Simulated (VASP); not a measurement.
Crystal: Ta.

```
Ta
1.0
     3.06162    0.00000    0.00000
    -1.53081    2.65144    0.00000
     0.00000    0.00000    4.96917
Ta
2
Direct
  0.33333 0.66667 0.25000
  0.66667 0.33333 0.75000
```

| Item | Value |
| --- | --- |
| Program | VASP 6.6.1 |
| Task | relaxation of cell and atoms |
| Functional | PBEsol |
| Potentials or basis | VASP PAW PBE potentials, release 64 (Ta_pv) |
| Cutoff | 600 eV |
| k mesh | 6 × 6 × 4 |
| Occupations | gaussian, width 0.1 eV |
| Spin | no spin polarisation |

At the start: pressure -17.4 GPa; volume 20.17 Å³/atom.

Task: Where does the relaxation end?

Result: Over 11 steps the energy falls by 169.9 meV/atom and the volume is 18.05 Å³/atom (-10.5 %); space group P6_3/mmc (No. 194, to 0.05 Å).

The path:
| step | energy change (eV) | largest force (eV/Å) | pressure (GPa) | volume (Å³) |
| --- | --- | --- | --- | --- |
| 1 | 0.0000 | 0.0000 | -17.37 | 40.34 |
| 2 | 0.9700 | 0.0000 | 67.58 | 28.84 |
| 3 | -0.2749 | 0.0000 | -0.78 | 36.34 |
| 4 | -0.2769 | 0.0000 | 0.83 | 36.05 |
| 5 | -0.2770 | 0.0000 | 1.29 | 35.97 |
| 6 | -0.3313 | 0.0000 | 0.85 | 35.94 |
| 7 | -0.3339 | 0.0000 | 1.26 | 35.87 |
| 8 | -0.3391 | 0.0000 | 1.03 | 35.90 |
| 9 | -0.3393 | 0.0000 | 0.99 | 35.91 |
| 10 | -0.3375 | 0.0000 | -2.05 | 36.46 |
| 11 | -0.3398 | 0.0000 | 0.02 | 36.09 |

Final structure:
```xyz
2
Lattice="2.8612 0.0000 0.0000 -1.4306 2.4779 0.0000 0.0000 0.0000 5.0907" Properties=species:S:1:pos:R:3 pbc="T T T"
Ta    0.0000    1.6519    1.2727
Ta    1.4306    0.8260    3.8180
```

Caveat: the k points lie up to 0.42 Å⁻¹ apart in the final cell; the PAW data sets were made with another functional, which shifts forces and pressure a little.
